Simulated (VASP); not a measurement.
Here is a VASP 6.6.1 calculation.

The input INCAR:

```
PREC     = Accurate       # precision mode
ENCUT    = 600            # plane-wave cutoff, eV
EDIFF    = 1E-6           # SCF threshold, eV
ISMEAR   = -1             # smearing method
SIGMA    = 0.02           # smearing width, eV
LREAL    = False          # projectors in reciprocal space
LASPH    = True           # aspherical terms in the spheres
NELM     = 80             # most SCF steps
ALGO     = Normal         # electronic algorithm
ISIF     = 3              # what is computed and relaxed
LWAVE    = False          # write WAVECAR
LCHARG   = False          # write CHGCAR
GGA      = PE             # functional
IBRION   = 2              # ionic algorithm
NSW      = 80             # ionic steps
EDIFFG   = -0.005         # ionic threshold
```

File KPOINTS:

```
Automatic mesh
0
Gamma
  6 6 6
```

POSCAR

```
BaZrO3
1.0
    4.1913400000      0.0000000000      0.0000000000
    0.0000000000      4.1913400000      0.0000000000
    0.0000000000      0.0000000000      4.1913400000
Ba Zr O
1 1 3
Direct
    0.0000000000      0.0000000000      0.0000000000
    0.5000000000      0.5000000000      0.5000000000
    0.0000000000      0.5000000000      0.5000000000
    0.5000000000      0.0000000000      0.5000000000
    0.5000000000      0.5000000000      0.0000000000
```

Potentials or basis: VASP PAW PBE potentials, release 64 (Ba_sv, Zr_sv, O).

Run with:

```bash
$ cat potpaw_PBE.64/Ba_sv/POTCAR potpaw_PBE.64/Zr_sv/POTCAR potpaw_PBE.64/O/POTCAR > POTCAR
$ mpirun -np 1 vasp_std > vasp.out
```

(1) Estimate the relaxed volume.

(2) Predict the band gap on the k mesh.

(3) Estimate the relaxed cell.

(4) Estimate the space group after relaxing (to 0.1 Å).

## Answers

(1) 15.19 Å³/atom.

(2) 3.12 eV (least direct gap 3.38 eV).

(3) a = 4.235 Å, b = 4.235 Å, c = 4.235 Å, α = 90.00°, β = 90.00°, γ = 90.00°.

(4) Pm-3m (No. 221).

Caveat: spin-orbit coupling is left out, which moves the levels of the heavy elements.
